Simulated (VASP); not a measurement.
# TiO2 (I4_1/amd) in VASP: a series of runs

The runs below take TiO2 through single point, with PBE.

Program: VASP 6.6.1. These are calculated values, not measurements. Logs are shortened: lines on timing, memory, paths and dates and some standing lists are left out, and cuts for length are marked.

### 1 The cell of the first run

It takes space group I4_1/amd (No. 141, tetragonal). Conventional cell: a = 3.627 Å, b = 3.627 Å, c = 9.200 Å, α = 90.00°, β = 90.00°, γ = 90.00°. Ti (site symmetry -4m2) has 6 O at 1.85 to 1.95 Å within 2.5 Å. O (site symmetry 2mm) has 3 Ti at 1.85 to 1.95 Å and 2 O at 2.41 Å within 2.5 Å.

### 2 Single point, PBE (strain -4.0%)

Contents of INCAR:

```
PREC = Accurate
ENCUT = 520
EDIFF = 1E-6
ISMEAR = -1
SIGMA = 0.02
LREAL = False
LASPH = True
NELM = 80
ALGO = Normal
ISIF = 2
LWAVE = False
LCHARG = True
GGA = PE
LELF = True
LVHAR = True
NBANDS = 33
```

Contents of KPOINTS:

```
regular mesh
0
Gamma
  10 10 10
```

Contents of POSCAR:

```
TiO2
1.0
   -1.8133428582      1.8133428582      4.6000468768
    1.8133428582     -1.8133428582      4.6000468768
    1.8133428582      1.8133428582     -4.6000468768
Ti O
2 4
Direct
    0.7500000000      0.2500000000      0.5000000000
    0.0000000000      0.0000000000      0.0000000000
    0.5384529549      0.0384529549      0.5000000000
    0.7884529549      0.7884529549      0.0000000000
    0.2115470451      0.2115470451      0.0000000000
    0.9615470451      0.4615470451      0.5000000000
```

Potentials or basis: VASP PAW PBE potentials, release 64 (Ti_sv, O).

Run with:

```console
$ cat potpaw_PBE.64/Ti_sv/POTCAR potpaw_PBE.64/O/POTCAR > POTCAR
$ mpirun -np 1 vasp_std > vasp.out
```

OUTCAR:

```text
PREC = Accurate
   ENCUT = 520
   EDIFF = 1E-6
   ISMEAR = -1
   LREAL = False
   LASPH = True
   NELM = 80
   ISIF = 2
   GGA = PE

 ion  position               nearest neighbor table
   1  0.750  0.250  0.500-   4 1.85   5 1.85   4 1.85   5 1.85   3 1.95   6 1.95
   2  0.000  0.000  0.000-   3 1.85   6 1.85   3 1.85   6 1.85   5 1.95   4 1.95
   3  0.538  0.038  0.500-   2 1.85   2 1.85   1 1.95
   4  0.788  0.788  0.000-   1 1.85   1 1.85   2 1.95
   5  0.212  0.212  0.000-   1 1.85   1 1.85   2 1.95
   6  0.962  0.462  0.500-   2 1.85   2 1.85   1 1.95

  LATTYP: Found a body centered tetragonal cell.
 ALAT       =     3.6266857164
 C/A-ratio  =     2.5367772322

  Lattice vectors:

 A1 = (  -1.8133428582,   1.8133428582,   4.6000468768)
 A2 = (   1.8133428582,  -1.8133428582,   4.6000468768)
 A3 = (   1.8133428582,   1.8133428582,  -4.6000468768)

Analysis of symmetry for initial positions (statically):
=====================================================================
 Subroutine PRICEL returns:
 Original cell was already a primitive cell.

 Routine SETGRP: Setting up the symmetry group for a
 body centered tetragonal supercell.

 Subroutine GETGRP returns: Found 16 space group operations
 (whereof  8 operations were pure point group operations)
 out of a pool of 16 trial point group operations.

The static configuration has the point symmetry D_2d.
 The point group associated with its full space group is D_4h.

Analysis of symmetry for dynamics (positions and initial velocities):
=====================================================================
 Subroutine PRICEL returns:
 Original cell was already a primitive cell.

 Routine SETGRP: Setting up the symmetry group for a
 body centered tetragonal supercell.

 Subroutine GETGRP returns: Found 16 space group operations
 (whereof  8 operations were pure point group operations)
 out of a pool of 16 trial point group operations.

The dynamic configuration has the point symmetry D_2d.
 The point group associated with its full space group is D_4h.

 Subroutine INISYM returns: Found 16 space group operations
 (whereof  8 operations are pure point group operations),
 and found     1 'primitive' translations

----------------------------------------------------------------------------------------

                                     Primitive cell

  volume of cell :      60.5037

  direct lattice vectors                    reciprocal lattice vectors
    -1.813342858  1.813342858  4.600046877     0.000000000  0.275733846  0.108694545
     1.813342858 -1.813342858  4.600046877     0.275733846  0.000000000  0.108694545
     1.813342858  1.813342858 -4.600046877     0.275733846  0.275733846  0.000000000

  length of vectors
     5.266579147  5.266579147  5.266579147     0.296384307  0.296384307  0.389946544

  position of ions in fractional coordinates (direct lattice)
     0.750000000  0.250000000  0.500000000
     0.000000000  0.000000000  0.000000000
     0.538452955  0.038452955  0.500000000
     0.788452955  0.788452955  0.000000000
     0.211547045  0.211547045  0.000000000
     0.961547045  0.461547045  0.500000000

  ion indices of the primitive-cell ions
   primitive index   ion index
                 1           1
                 2           2
                 3           3
                 4           4
                 5           5
                 6           6

----------------------------------------------------------------------------------------

 KPOINTS: regular mesh

Automatic generation of k-mesh.
 Grid dimensions read from file:
 generate k-points for:   10   10   10

 Generating k-lattice:

  Cartesian coordinates                     Fractional coordinates (reciprocal lattice)
     0.000000000  0.027573385  0.010869454     0.100000000 -0.000000000  0.000000000
     0.027573385  0.000000000  0.010869454    -0.000000000  0.100000000  0.000000000
     0.027573385  0.027573385  0.000000000     0.000000000  0.000000000  0.100000000

  Length of vectors
     0.029638431  0.029638431  0.038994654

  Shift w.r.t. Gamma in fractional coordinates (k-lattice)
     0.000000000  0.000000000  0.000000000

 Subroutine IBZKPT returns following result:
 ===========================================

 Found    102 irreducible k-points:

 Following reciprocal coordinates:
            Coordinates               Weight
  0.000000  0.000000  0.000000      1.000000
  0.100000  0.000000 -0.000000      8.000000
  0.200000  0.000000 -0.000000      8.000000
  0.300000  0.000000  0.000000      8.000000
  0.400000  0.000000  0.000000      8.000000
  0.500000  0.000000 -0.000000      4.000000
[... 16 lines left out ...]
  0.300000  0.300000  0.000000      8.000000
  0.400000  0.300000  0.000000     16.000000
 [... further k-points ...]
   k-points           NKPTS =    102   k-points in BZ     NKDIM =    102   number of bands    NBANDS=     33
   number of dos      NEDOS =    301   number of ions     NIONS =      6
   total plane-waves  NPLWV =  64000
   dimension x,y,z NGX =    40 NGY =   40 NGZ =   40
   dimension x,y,z NGXF=    80 NGYF=   80 NGZF=   80
   ions per type =               2   4
   NGX,Y,Z   is equivalent  to a cutoff of  12.63, 12.63, 12.63 a.u.
   NGXF,Y,Z  is equivalent  to a cutoff of  25.25, 25.25, 25.25 a.u.
 SYSTEM =  unknown system
   PREC   = accura    normal or accurate (medium, high low for compatibility)
   ISTART =      0    job   : 0-new  1-cont  2-samecut
   ICHARG =      2    charge: 1-file 2-atom 10-const
   ISPIN  =      1    spin polarized calculation?
   LNONCOLLINEAR =      F non collinear calculations
   LSORBIT =      F    spin-orbit coupling
   LASPH  =      T    aspherical Exc in radial PAW
   ENCUT  =  520.0 eV  38.22 Ry    6.18 a.u.   9.79  9.79  9.79*2*pi/ulx,y,z
   NELM   =     80;   NELMIN=  2; NELMDL= -5     # of ELM steps
   EDIFF  = 0.1E-05   stopping-criterion for ELM
   LREAL  =      F    real-space projection
   EDIFFG = 0.1E-04   stopping-criterion for IOM
   NSW    =      0    number of steps for IOM
   IBRION =     -1    ionic relax: 0-MD 1-quasi-New 2-CG
   NFREE  =      0    steps in history (QN), initial steepest desc. (CG)
   ISIF   =      2    stress and relaxation
   ISYM   =      2    0-nonsym 1-usesym 2-fastsym
   POTIM  = 0.5000    time-step for ionic-motion
   TEBEG  =    0.0;   TEEND  =   0.0 temperature during run
   PSTRESS=    0.0 pullay stress
   NELECT =      48.0000    total number of electrons
   NUPDOWN=      -1.0000    fix difference up-down
   EMIN   =  10.00;   EMAX   =-10.00  energy-range for DOS
   EFERMI =   0.00;   METHOD = LEGACY
   ISMEAR =    -1;   SIGMA  =   0.02  broadening in eV -4-tet -1-fermi 0-gaus
   EFERMI_NEDOS =   21; number of points for ismear=-14 and -15
   IALGO  =     38    algorithm
   IMIX   =      4    mixing-type and parameters
     AMIX     =   0.40;   BMIX     =  1.00
     AMIX_MAG =   1.60;   BMIX_MAG =  1.00
  volume/ion in A,a.u.               =      10.08        68.05
  Fermi-wavevector in a.u.,A,eV,Ry     =   1.515518  2.863914 31.249806  2.296796
  Thomas-Fermi vector in A             =   2.625031
   LORBIT       =      0    0 simple, 1 ext, 2 COOP (PROOUT), +10 PAW based schemes
   GGA     = PE    functional components
   LHFCALC =     F    Hartree Fock is set to
   AEXX    =    0.0000 exact exchange contribution
   IVDW    =     0    specifies the selected vdW correction
   LEPSILON=     F    determine dielectric tensor
   LRPA    =     F    only Hartree local field effects (RPA)
 non-spin polarized calculation
  energy-cutoff  :      520.00
  volume of cell :       60.50
 maximum number of plane-waves:      1654
   NGX = 19   NGY = 19   NGZ = 19

 number of electron      48.0000002 magnetization

 Free energy of the ion-electron system (eV)
  ---------------------------------------------------
  ext. energy  EPLUGINS =         0.00000000
  ---------------------------------------------------
  free energy    TOTEN  =       -52.84359513 eV

  energy without entropy =      -52.84359513  energy(sigma->0) =      -52.84359513

 E-fermi :   5.0755     XC(G=0): -11.3746

 val. band max:        4.6180469165   @ k =  -0.4000   0.4000   0.0000
 cond. band min:       6.8839468933   @ k =   0.0000   0.0000   0.0000
 fundamental gap:      2.2658999769
 Fermi energy:         5.0754772764

 k-point     1 :       0.0000    0.0000    0.0000
  band No.  band energies     occupation
      1     -51.4033      2.00000
      2     -51.3034      2.00000
      3     -28.0345      2.00000
      4     -27.7195      2.00000
      5     -27.7195      2.00000
      6     -27.6144      2.00000
[... 25 lines left out ...]
     32      10.7744      0.00000
     33      11.2237      0.00000

 k-point     2 :       0.1000    0.0000   -0.0000
  band No.  band energies     occupation
      1     -51.4010      2.00000
      2     -51.3048      2.00000
      3     -28.0315      2.00000
      4     -27.7405      2.00000
      5     -27.7209      2.00000
      6     -27.6237      2.00000
[... 25 lines left out ...]
     32      10.9180      0.00000
     33      11.2706      0.00000

 k-point     3 :       0.2000    0.0000   -0.0000
  band No.  band energies     occupation
      1     -51.3948      2.00000
      2     -51.3088      2.00000
      3     -28.0249      2.00000
      4     -27.7934      2.00000
      5     -27.7243      2.00000
      6     -27.6446      2.00000
[... 25 lines left out ...]
     32      11.2427      0.00000
     33      11.7218      0.00000

 k-point     4 :       0.3000    0.0000    0.0000
  band No.  band energies     occupation
      1     -51.3860      2.00000
      2     -51.3148      2.00000
      3     -28.0197      2.00000
      4     -27.8573      2.00000
      5     -27.7279      2.00000
      6     -27.6615      2.00000
[... 673 lines left out ...]
     32      11.9098      0.00000
     33      12.2974      0.00000

 k-point    23 :       0.3000    0.3000    0.0000
  band No.  band energies     occupation
      1     -51.3647      2.00000
      2     -51.3302      2.00000
      3     -27.9912      2.00000
      4     -27.9260      2.00000
      5     -27.8042      2.00000
      6     -27.7331      2.00000
[... 25 lines left out ...]
     32      12.0438      0.00000
     33      13.0968      0.00000

 k-point    24 :       0.4000    0.3000    0.0000
  band No.  band energies     occupation
      1     -51.3582      2.00000
      2     -51.3345      2.00000
      3     -28.0035      2.00000
      4     -27.9579      2.00000
      5     -27.8091      2.00000
      6     -27.7593      2.00000
[... 25 lines left out ...]
     32      12.0008      0.00000
     33      13.2694      0.00000

 [... further k-points ...]
[... 5 lines left out ...]
  --------------------------------------------------------------------------------------
  -------------------------------------------------------------------------------------
  Total       15.8894740     15.8894740     11.8126628      0.0000000      0.0000000      0.0000000
  in kB      420.7634453    420.7634453    312.8068732      0.0000000      0.0000000      0.0000000
  external PRESSURE =     384.7779213 kB  Pullay stress =       0.0000000 kB

 VOLUME and BASIS-vectors are now :
 -----------------------------------------------------------------------------
  energy-cutoff  :      520.00
  volume of cell :       60.50
      direct lattice vectors                 reciprocal lattice vectors
    -1.813342858  1.813342858  4.600046877     0.000000000  0.275733846  0.108694545
     1.813342858 -1.813342858  4.600046877     0.275733846  0.000000000  0.108694545
     1.813342858  1.813342858 -4.600046877     0.275733846  0.275733846  0.000000000

 POSITION                                       TOTAL-FORCE (eV/Angst)
 -----------------------------------------------------------------------------------
      0.00000      1.81334      2.30002         0.000000      0.000000     -0.000000
      0.00000      0.00000      0.00000         0.000000      0.000000     -0.000000
      0.00000      1.81334      0.35377         0.000000      0.000000     -0.110252
      0.00000      0.00000      7.25384        -0.000000     -0.000000     -0.110252
      0.00000      0.00000      1.94625         0.000000      0.000000      0.110252
      0.00000      1.81334      4.24628        -0.000000     -0.000000      0.110252
 -----------------------------------------------------------------------------------
    total drift:                                0.000000      0.000000     -0.000000

  FREE ENERGIE OF THE ION-ELECTRON SYSTEM (eV)
  ---------------------------------------------------
  free  energy   TOTEN  =       -52.8435951319 eV

  energy  without entropy=      -52.8435951318  energy(sigma->0) =      -52.84359513
```

Wall time 5.6 min (1 thread of AMD EPYC 9R14 (Zen 4), shared host); peak memory 0.31 GiB.

What came out:

| Property | Result |
| --- | --- |
| Free energy | -52.8436 eV |
| Pressure | 38.5 GPa |
| Largest force | 0.110 eV/Å |
| Band gap on the k mesh | 2.27 eV (least direct gap 2.68 eV) |

Forces in eV/Å, atoms in the order of the input:
```
Ti   0.000  0.000  0.000
Ti   0.000  0.000  0.000
O    0.000  0.000 -0.110
O    0.000  0.000 -0.110
O    0.000  0.000  0.110
O    0.000  0.000  0.110
```

Stress tensor (GPa, compression positive):
```
42.08  0.00  0.00
 0.00 42.08  0.00
 0.00  0.00 31.28
```

Levels at points of the mesh, in eV from the valence-band top:
```tsv
k point	band 20	band 21	band 22	band 23	band 24	band 25	band 26	band 27	band 28	band 29
(0.00, 0.00, 0.00)	-0.89	-0.75	-0.75	-0.66	-0.66	2.27	3.16	4.41	4.41	4.45
(0.50, 0.00, 0.00)	-2.35	-2.19	-1.25	-0.80	-0.75	3.68	3.96	4.07	4.25	4.89
(0.50, 0.50, 0.00)	-3.05	-2.49	-2.49	0.00	0.00	3.87	3.87	4.42	4.42	5.69
(0.50, 0.50, 0.50)	-1.50	-1.40	-1.40	-0.15	-0.15	2.70	2.70	4.29	4.29	4.58
```

Caveat: the cell differs from its parent crystal (strain -4.0%); the stress differs along the axes, from 31 to 42 GPa.

(Part 1 of 2 ends here.)
